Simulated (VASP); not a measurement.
# Ge5H2: single point with PBE

Ge5H2, a slab with vacuum:

```
CELL_PARAMETERS angstrom
8.14738 0.00000 0.00000
0.00000 8.14738 0.00000
0.00000 0.00000 19.51751
ATOMIC_POSITIONS crystal
Ge 0.50000 0.50000 0.25139
Ge 0.50000 0.00000 0.25139
Ge 0.00000 0.50000 0.25139
Ge 0.00000 0.00000 0.25139
Ge 0.75000 0.50000 0.32518
Ge 0.75000 0.00000 0.32518
Ge 0.25000 0.50000 0.32518
Ge 0.25000 0.00000 0.32518
Ge 0.74781 0.74871 0.40002
Ge 0.74781 0.25129 0.40002
Ge 0.25083 0.74994 0.39665
Ge 0.25083 0.25006 0.39665
Ge 0.00015 0.72434 0.47331
Ge 0.00015 0.27566 0.47331
Ge 0.49664 0.72645 0.47434
Ge 0.49664 0.27355 0.47434
Ge 0.09997 0.00000 0.49896
Ge 0.09048 0.50000 0.55532
Ge 0.40320 0.00000 0.51192
Ge 0.42818 0.50000 0.55950
H 0.50839 0.65021 0.20339
H 0.50839 0.34979 0.20339
H 0.50839 0.15021 0.20339
H 0.50839 0.84979 0.20339
H 0.99161 0.34979 0.20339
H 0.99161 0.65021 0.20339
H 0.99161 0.84979 0.20339
H 0.99161 0.15021 0.20339
```

| Item | Value |
| --- | --- |
| Program | VASP 6.6.1 |
| Task | single point |
| Functional | PBE |
| Potentials or basis | VASP PAW PBE potentials, release 64 (Ge_d, H) |
| Cutoff | 410 eV |
| k mesh | 3 × 3 × 1 |
| Occupations | gaussian, width 0.05 eV |
| Spin | no spin polarisation |

* Largest force: 0.749 eV/Å
* Band gap on the k mesh: zero (bands 144 and 145 overlap by 0.07 eV)

Forces on the atoms (eV/Å):
```
Ge   0.137  0.000  0.227
Ge   0.051  0.000  0.210
Ge  -0.118  0.000  0.233
Ge  -0.065  0.000  0.237
Ge  -0.057  0.000 -0.096
Ge   0.009  0.000  0.071
Ge   0.005  0.000 -0.749
Ge   0.029  0.000 -0.744
Ge   0.011  0.007 -0.001
Ge   0.011 -0.007 -0.001
Ge  -0.006  0.009 -0.006
Ge  -0.006 -0.009 -0.006
Ge  -0.004  0.010 -0.026
Ge  -0.004 -0.010 -0.026
Ge   0.015  0.002  0.009
Ge   0.015 -0.002  0.009
Ge  -0.007  0.000  0.426
Ge  -0.004  0.000  0.030
Ge   0.002  0.000 -0.007
Ge  -0.015  0.000  0.003
H   -0.062 -0.032  0.016
H   -0.062  0.032  0.016
H   -0.018 -0.032  0.031
H   -0.018  0.032  0.031
H    0.051  0.032  0.017
H    0.051 -0.032  0.017
H    0.029  0.031  0.039
H    0.029 -0.031  0.039
```

Levels at points of the mesh, in eV from the Fermi level:
```
           k point  band 141  band 142  band 143  band 144  band 145  band 146  band 147  band 148
(0.00, 0.00, 0.00)     -0.53     -0.35     -0.30     -0.26     -0.08      0.91      0.94      1.26
```

Wall time 19 min on 1 thread of AMD EPYC 9R45 96-Core Processor (Zen 5), on a shared host, peak memory 1 GiB.
